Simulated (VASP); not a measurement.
**Mg: single point with LDA**

Crystal: Mg.

```
Mg
1.0
     0.00000    2.13997    2.13997
     2.13997    0.00000    2.13997
     2.13997    2.13997    0.00000
Mg
1
Direct
  0.00000 0.00000 0.00000
```

This cell differs from its parent crystal: volume scaled by 0.9.

- Program: VASP 6.6.1
- Task: single point
- Functional: LDA
- Potentials or basis: VASP PAW LDA potentials, release 64 (Mg)
- Cutoff: 520 eV
- k mesh: 16 × 16 × 16
- Occupations: fermi-dirac, width 0.05 eV
- Spin: no spin polarisation
- Dipole correction: no
- Further INCAR settings: ALGO = Normal; EDIFF = 1e-07; NBANDS = 7

* Pressure: 4.7 GPa
* Band gap on the k mesh: zero (band 1 reaches 4.87 eV, above the bottom of band 2 at 2.02 eV)

Levels at points of the mesh, in eV from the Fermi level:
| k point | band 1 | band 2 | band 3 | band 4 | band 5 |
| --- | --- | --- | --- | --- | --- |
| (0.00, 0.00, 0.00) | -7.60 | 13.32 | 13.32 | 13.32 | 16.03 |
| (0.50, 0.00, 0.00) | -1.92 | -1.30 | 12.12 | 12.12 | 13.59 |
| (0.50, 0.50, 0.00) | -0.24 | 0.89 | 6.42 | 7.77 | 7.77 |

Run time: 20 s on 1 thread of Intel Xeon 8259CL, on a shared host, peak memory 0.14 GiB.
